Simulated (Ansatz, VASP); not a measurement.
SnTe in VASP and in Ansatz

```xyz
2
Lattice="3.3511 0.0000 0.0000 0.0000 3.3511 0.0000 0.0000 0.0000 3.3511" Properties=species:S:1:pos:R:3 pbc="T T T"
Sn    0.0000    0.0000    0.0000
Te    1.6756    1.6756    1.6756
```

Change from the starting cell: volume scaled by 0.64, LAPW.

Alike in both runs: task single point; functional PBE; k mesh 13 × 13 × 13; occupations fermi-dirac, width 0.05 eV; no spin polarisation.

```csv
,VASP,Ansatz
version,VASP 6.6.1,Ansatz 0.2.0
potentials or method,"VASP PAW PBE potentials, release 64 (Sn_d, Te), cutoff 520 eV","all-electron LAPW, scalar-relativistic"
```

```csv
,VASP,Ansatz,Ansatz less VASP
pressure (GPa),53.9,53.8,-0.10
```

Both programs put the cell under a high pressure, so it lies far from rest at this level. Ansatz ran all-electron here, and VASP with PAW potentials.

Spin-orbit coupling is off throughout.
